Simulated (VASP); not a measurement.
# Ti (Fm-3m) in VASP: notebook

Runs on Ti. Level: r2SCAN. Tasks: single point.

Program: VASP 6.6.1. These are calculated values, not measurements. Logs are shortened: lines on timing, memory, paths and dates and some standing lists are left out, and cuts for length are marked.

## Step 1: The cell of the first run

It takes space group Fm-3m (No. 225, cubic). Conventional cell: a = 4.113 Å, b = 4.113 Å, c = 4.113 Å, α = 90.00°, β = 90.00°, γ = 90.00°. Within 3.8 Å of Ti (site symmetry m-3m) lie 12 Ti at 2.91 Å.

This isn't the form of Ti at room conditions, which is hcp.

## Step 2: Single point, r2SCAN

Contents of POSCAR:

```
Ti
1.0
    0.0000000000      2.0563573269      2.0563573269
    2.0563573269      0.0000000000      2.0563573269
    2.0563573269      2.0563573269      0.0000000000
Ti
1
Direct
    0.0000000000      0.0000000000      0.0000000000
```

Contents of INCAR.step1:

```
SYSTEM = Ti
ALGO = Normal
EDIFF = 1E-4
ENCUT = 520
GGA = PE
ISMEAR = -1
LASPH = .TRUE.
LCHARG = .FALSE.
LREAL = .FALSE.
LWAVE = .TRUE.
NBANDS = 12
NELM = 80
PREC = Accurate
SIGMA = 0.1
```

Contents of INCAR.step2:

```
SYSTEM = Ti
ALGO = Normal
EDIFF = 1E-6
ENCUT = 520
ISIF = 2
ISMEAR = -1
ISTART = 1
LASPH = .TRUE.
LCHARG = .FALSE.
LMIXTAU = .TRUE.
LREAL = .FALSE.
LWAVE = .FALSE.
METAGGA = R2SCAN
NBANDS = 12
NELM = 80
PREC = Accurate
SIGMA = 0.1
```

Contents of KPOINTS:

```
k-points
0
G
  13 13 13
  0 0 0
```

Potentials or basis: VASP PAW PBE potentials, release 64 (Ti_sv).

Launch:

```
> cat potpaw_PBE.64/Ti_sv/POTCAR > POTCAR
> cp INCAR.step1 INCAR
> mpirun -np 1 vasp_std > vasp.out
> cp INCAR.step2 INCAR
> mpirun -np 1 vasp_std > vasp.out
```

OUTCAR:

```text
SYSTEM = Ti
   EDIFF = 1E-6
   ENCUT = 520
   ISIF = 2
   ISMEAR = -1
   ISTART = 1
   LASPH = .TRUE.
   LREAL = .FALSE.
   METAGGA = R2SCAN
   NELM = 80
   PREC = Accurate

 ion  position               nearest neighbor table
   1  0.000  0.000  0.000-

  LATTYP: Found a face centered cubic cell.
 ALAT       =     4.1127146538

  Lattice vectors:

 A1 = (   0.0000000000,   2.0563573269,   2.0563573269)
 A2 = (   2.0563573269,   0.0000000000,   2.0563573269)
 A3 = (   2.0563573269,   2.0563573269,   0.0000000000)

Analysis of symmetry for initial positions (statically):
=====================================================================
 Subroutine PRICEL returns:
 Original cell was already a primitive cell.

 Routine SETGRP: Setting up the symmetry group for a
 face centered cubic supercell.

 Subroutine GETGRP returns: Found 48 space group operations
 (whereof 48 operations were pure point group operations)
 out of a pool of 48 trial point group operations.

The static configuration has the point symmetry O_h .

Analysis of symmetry for dynamics (positions and initial velocities):
=====================================================================
 Subroutine PRICEL returns:
 Original cell was already a primitive cell.

 Routine SETGRP: Setting up the symmetry group for a
 face centered cubic supercell.

 Subroutine GETGRP returns: Found 48 space group operations
 (whereof 48 operations were pure point group operations)
 out of a pool of 48 trial point group operations.

The dynamic configuration has the point symmetry O_h .

 Subroutine INISYM returns: Found 48 space group operations
 (whereof 48 operations are pure point group operations),
 and found     1 'primitive' translations

----------------------------------------------------------------------------------------

                                     Primitive cell

  volume of cell :      17.3910

  direct lattice vectors                    reciprocal lattice vectors
     0.000000000  2.056357327  2.056357327    -0.243148403  0.243148403  0.243148403
     2.056357327  0.000000000  2.056357327     0.243148403 -0.243148403  0.243148403
     2.056357327  2.056357327  0.000000000     0.243148403  0.243148403 -0.243148403

  length of vectors
     2.908128421  2.908128421  2.908128421     0.421145388  0.421145388  0.421145388

  position of ions in fractional coordinates (direct lattice)
     0.000000000  0.000000000  0.000000000

  ion indices of the primitive-cell ions
   primitive index   ion index
                 1           1

----------------------------------------------------------------------------------------

 KPOINTS: k-points

Automatic generation of k-mesh.
 Grid dimensions read from file:
 generate k-points for:   13   13   13

 Generating k-lattice:

  Cartesian coordinates                     Fractional coordinates (reciprocal lattice)
    -0.018703723  0.018703723  0.018703723     0.076923077  0.000000000  0.000000000
     0.018703723 -0.018703723  0.018703723     0.000000000  0.076923077  0.000000000
     0.018703723  0.018703723 -0.018703723     0.000000000  0.000000000  0.076923077

  Length of vectors
     0.032395799  0.032395799  0.032395799

  Shift w.r.t. Gamma in fractional coordinates (k-lattice)
     0.000000000  0.000000000  0.000000000

 Subroutine IBZKPT returns following result:
 ===========================================

 Found     84 irreducible k-points:

 Following reciprocal coordinates:
            Coordinates               Weight
  0.000000  0.000000  0.000000      1.000000
  0.076923  0.000000  0.000000      8.000000
  0.153846  0.000000  0.000000      8.000000
  0.230769  0.000000  0.000000      8.000000
  0.307692  0.000000  0.000000      8.000000
  0.384615  0.000000  0.000000      8.000000
[... 16 lines left out ...]
  0.384615  0.153846  0.000000     24.000000
  0.461538  0.153846  0.000000     24.000000
 [... further k-points ...]
   k-points           NKPTS =     84   k-points in BZ     NKDIM =     84   number of bands    NBANDS=     12
   number of dos      NEDOS =    301   number of ions     NIONS =      1
   total plane-waves  NPLWV =  13824
   dimension x,y,z NGX =    24 NGY =   24 NGZ =   24
   dimension x,y,z NGXF=    48 NGYF=   48 NGZF=   48
   ions per type =               1
   NGX,Y,Z   is equivalent  to a cutoff of  13.72, 13.72, 13.72 a.u.
   NGXF,Y,Z  is equivalent  to a cutoff of  27.44, 27.44, 27.44 a.u.
 SYSTEM =  Ti
   PREC   = accura    normal or accurate (medium, high low for compatibility)
   ISTART =      1    job   : 0-new  1-cont  2-samecut
   ICHARG =      0    charge: 1-file 2-atom 10-const
   ISPIN  =      1    spin polarized calculation?
   LNONCOLLINEAR =      F non collinear calculations
   LSORBIT =      F    spin-orbit coupling
   LASPH  =      T    aspherical Exc in radial PAW
   ENCUT  =  520.0 eV  38.22 Ry    6.18 a.u.   5.41  5.41  5.41*2*pi/ulx,y,z
   NELM   =     80;   NELMIN=  2; NELMDL=  0     # of ELM steps
   EDIFF  = 0.1E-05   stopping-criterion for ELM
   LREAL  =      F    real-space projection
   EDIFFG = 0.1E-04   stopping-criterion for IOM
   NSW    =      0    number of steps for IOM
   IBRION =     -1    ionic relax: 0-MD 1-quasi-New 2-CG
   NFREE  =      0    steps in history (QN), initial steepest desc. (CG)
   ISIF   =      2    stress and relaxation
   ISYM   =      2    0-nonsym 1-usesym 2-fastsym
   POTIM  = 0.5000    time-step for ionic-motion
   TEBEG  =    0.0;   TEEND  =   0.0 temperature during run
   PSTRESS=    0.0 pullay stress
   NELECT =      12.0000    total number of electrons
   NUPDOWN=      -1.0000    fix difference up-down
   EMIN   =  10.00;   EMAX   =-10.00  energy-range for DOS
   EFERMI =   0.00;   METHOD = LEGACY
   ISMEAR =    -1;   SIGMA  =   0.10  broadening in eV -4-tet -1-fermi 0-gaus
   EFERMI_NEDOS =   21; number of points for ismear=-14 and -15
   IALGO  =     38    algorithm
   IMIX   =      4    mixing-type and parameters
     AMIX     =   0.40;   BMIX     =  1.00
     AMIX_MAG =   1.60;   BMIX_MAG =  1.00
  volume/ion in A,a.u.               =      17.39       117.36
  Fermi-wavevector in a.u.,A,eV,Ry     =   1.446638  2.733750 28.473766  2.092763
  Thomas-Fermi vector in A             =   2.564684
   LORBIT       =      0    0 simple, 1 ext, 2 COOP (PROOUT), +10 PAW based schemes
   METAGGA = R2SCAN    functional components
   LHFCALC =     F    Hartree Fock is set to
   AEXX    =    0.0000 exact exchange contribution
   IVDW    =     0    specifies the selected vdW correction
   LEPSILON=     F    determine dielectric tensor
   LRPA    =     F    only Hartree local field effects (RPA)
 non-spin polarized calculation
  energy-cutoff  :      520.00
  volume of cell :       17.39
 maximum number of plane-waves:       487
 NGX is ok and might be reduce to    24
   NGX = 11   NGY = 11   NGZ = 11

 number of electron      12.0000002 magnetization

 Free energy of the ion-electron system (eV)
  ---------------------------------------------------
  ext. energy  EPLUGINS =         0.00000000
  ---------------------------------------------------
  free energy    TOTEN  =       -12.90543977 eV

  energy without entropy =      -12.85425010  energy(sigma->0) =      -12.87984493

 E-fermi :   8.2210     XC(G=0): -12.4049

 val. band max:        8.2206685077   @ k =  -0.2308   0.0769   0.0000
 cond. band min:       8.2469042534   @ k =  -0.1538   0.1538   0.0000
 fundamental gap:      0.0262357457
 Fermi energy:         8.2210430448

 k-point     1 :       0.0000    0.0000    0.0000
  band No.  band energies     occupation
      1     -50.8241      2.00000
      2     -25.6292      2.00000
      3     -25.6291      2.00000
      4     -25.6291      2.00000
      5       1.7498      2.00000
      6       9.2221      0.00009
      7       9.2221      0.00009
      8       9.2221      0.00009
      9      11.0239      0.00000
     10      11.0239      0.00000
     11      23.9937      0.00000
     12      28.8756      0.00000

 k-point     2 :       0.0769    0.0000    0.0000
  band No.  band energies     occupation
      1     -50.8169      2.00000
      2     -25.6704      2.00000
      3     -25.6343      2.00000
      4     -25.6342      2.00000
      5       1.9479      2.00000
      6       9.0937      0.00032
      7       9.2924      0.00004
      8       9.2924      0.00004
      9      10.9776      0.00000
     10      10.9776      0.00000
     11      24.1414      0.00000
     12      27.3954      0.00000

 k-point     3 :       0.1538    0.0000    0.0000
  band No.  band energies     occupation
      1     -50.7968      2.00000
      2     -25.7836      2.00000
      3     -25.6484      2.00000
      4     -25.6483      2.00000
      5       2.5170      2.00000
      6       8.7702      0.00821
      7       9.4484      0.00001
      8       9.4484      0.00001
      9      10.9056      0.00000
     10      10.9057      0.00000
     11      24.0320      0.00000
     12      25.4530      0.00000
[... 286 lines left out ...]
 k-point    23 :       0.3846    0.1538    0.0000
  band No.  band energies     occupation
      1     -50.7129      2.00000
      2     -26.1421      2.00000
      3     -25.7600      2.00000
      4     -25.7468      2.00000
      5       5.1516      2.00000
      6       7.7070      1.98835
      7       8.9563      0.00128
      8       9.8574      0.00000
      9      11.6109      0.00000
     10      11.9098      0.00000
     11      19.5876      0.00000
     12      23.9948      0.00000

 k-point    24 :       0.4615    0.1538    0.0000
  band No.  band energies     occupation
      1     -50.6932      2.00000
      2     -26.2343      2.00000
      3     -25.7931      2.00000
      4     -25.7524      2.00000
      5       5.8164      2.00000
      6       7.7163      1.98723
      7       8.8263      0.00469
      8       9.7144      0.00000
      9      12.0906      0.00000
     10      12.4642      0.00000
     11      17.6878      0.00000
     12      23.3605      0.00000

 [... further k-points ...]

------------------------ aborting loop because EDIFF is reached ----------------------------------------

  FORCE on cell =-STRESS in cart. coord.  units (eV):
  Direction    XX          YY          ZZ          XY          YZ          ZX
  --------------------------------------------------------------------------------------
  -------------------------------------------------------------------------------------
  Total        0.0376982      0.0376982      0.0376982      0.0000000      0.0000000      0.0000000
  in kB        3.4730070      3.4730070      3.4730070      0.0000000      0.0000000      0.0000000
  external PRESSURE =       3.4730070 kB  Pullay stress =       0.0000000 kB

 VOLUME and BASIS-vectors are now :
 -----------------------------------------------------------------------------
  energy-cutoff  :      520.00
  volume of cell :       17.39
      direct lattice vectors                 reciprocal lattice vectors
     0.000000000  2.056357327  2.056357327    -0.243148403  0.243148403  0.243148403
     2.056357327  0.000000000  2.056357327     0.243148403 -0.243148403  0.243148403
     2.056357327  2.056357327  0.000000000     0.243148403  0.243148403 -0.243148403

 POSITION                                       TOTAL-FORCE (eV/Angst)
 -----------------------------------------------------------------------------------
      0.00000      0.00000      0.00000         0.000000      0.000000      0.000000
 -----------------------------------------------------------------------------------
    total drift:                                0.000000      0.000000      0.000000

  FREE ENERGIE OF THE ION-ELECTRON SYSTEM (eV)
  ---------------------------------------------------
  free  energy   TOTEN  =       -12.9054397662 eV

  energy  without entropy=      -12.8542501021  energy(sigma->0) =      -12.87984493
```

Wall time 68 s (1 thread of Intel Xeon 8259CL, shared host); peak memory 0.15 GiB.

Results:

| Quantity | Value |
| --- | --- |
| Free energy | -12.9054 eV |
| Pressure | 0.3 GPa |
| Band gap on the k mesh | zero (bands 6 and 7 overlap by 1.52 eV) |

Levels at points of the mesh, in eV from the Fermi level:
```tsv
k point	band 4	band 5	band 6	band 7	band 8	band 9
(0.00, 0.00, 0.00)	-33.85	-6.47	1.00	1.00	1.00	2.80
```

Caveat: the PAW data sets were made with another functional, which shifts forces and pressure a little.

## Step 3: Single point, r2SCAN (15.30 Å³/atom)

This run uses another cell than the first one, of 15.30 Å³/atom.

Contents of POSCAR:

```
Ti
1.0
    0.0000000000      1.9705742659      1.9705742659
    1.9705742659      0.0000000000      1.9705742659
    1.9705742659      1.9705742659      0.0000000000
Ti
1
Direct
    0.0000000000      0.0000000000      0.0000000000
```

Contents of INCAR.step1:

```
SYSTEM = Ti
  ALGO = Normal
  EDIFF = 1E-4
  ENCUT = 520
  GGA = PE
  ISMEAR = -1
  LASPH = .True.
  LCHARG = .False.
  LREAL = .False.
  LWAVE = .True.
  NBANDS = 12
  NELM = 100
  PREC = Accurate
  SIGMA = 0.1
```

Contents of INCAR.step2:

```
SYSTEM = Ti
  ALGO = Normal
  EDIFF = 1E-6
  ENCUT = 520
  ISIF = 2
  ISMEAR = -1
  ISTART = 1
  LASPH = .True.
  LCHARG = .False.
  LMIXTAU = .True.
  LREAL = .False.
  LWAVE = .False.
  METAGGA = R2SCAN
  NBANDS = 12
  NELM = 100
  PREC = Accurate
  SIGMA = 0.1
```

Contents of KPOINTS:

```
k-points
0
Gamma
  15 15 15
  0 0 0
```

Potentials or basis: VASP PAW PBE potentials, release 64 (Ti_sv).

Launch:

```
> cat potpaw_PBE.64/Ti_sv/POTCAR > POTCAR
> cp INCAR.step1 INCAR
> mpirun -np 1 vasp_std > vasp.out
> cp INCAR.step2 INCAR
> mpirun -np 1 vasp_std > vasp.out
```

Wall time 1.8 min (1 thread of Intel Xeon 8259CL, shared host); peak memory 0.15 GiB.

It converged, with:

```
Free energy            : -12.7942 eV
Pressure               : 18.0 GPa
Band gap on the k mesh : zero (bands 6 and 7 overlap by 1.41 eV)
```

Levels at points of the mesh, in eV from the Fermi level:
```
           k point  band 2  band 3  band 4  band 5  band 6  band 7  band 8  band 9  band 10  band 11
(0.00, 0.00, 0.00)  -33.45  -33.45  -33.45   -6.73    1.08    1.08    1.08    3.19     3.19    16.46
```

Caveat: the cell stands under pressure; the PAW data sets were made with another functional, which shifts forces and pressure a little.

The gap in the log of VASP goes by the Fermi energy; the results here count the filled bands.